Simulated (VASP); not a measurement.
Si, 2 atoms in the cell. Symmetry: P6_3/mmc, No. 194, hexagonal system. Conventional cell: a = 2.650 Å, b = 2.650 Å, c = 4.458 Å, α = 90.00°, β = 90.00°, γ = 120.00°. Si (site symmetry -6m2) has 12 Si at 2.65 to 2.70 Å within 3.5 Å. 

* Program: VASP 6.6.1
* Task: single point
* Functional: PBE
* Dispersion: D3(BJ)
* Potentials or basis: VASP PAW PBE potentials, release 64 (Si)
* Cutoff: 520 eV
* k mesh: 12 × 12 × 6
* Occupations: fermi-dirac, width 0.02 eV
* Spin: no spin polarisation
* Dipole correction: no
* Further INCAR settings: ALGO = Normal; EDIFF = 1e-06; NBANDS = 11

Potentials or basis: VASP PAW PBE potentials, release 64 (Si).

Launch:

```console
$ cat potpaw_PBE.64/Si/POTCAR > POTCAR
$ mpirun -np 1 vasp_std > vasp.out
```

Hardware: 1 thread of Intel(R) Xeon(R) Platinum 8375C CPU @ 2.90GHz (Ice Lake), on a shared host.

Q: How long does it take, and how much memory?

A: Run time: 12 s on 1 thread of Intel(R) Xeon(R) Platinum 8375C CPU @ 2.90GHz (Ice Lake) (shared host), peak memory 0.15 GiB. Counts: scf iterations 9, k points 76.
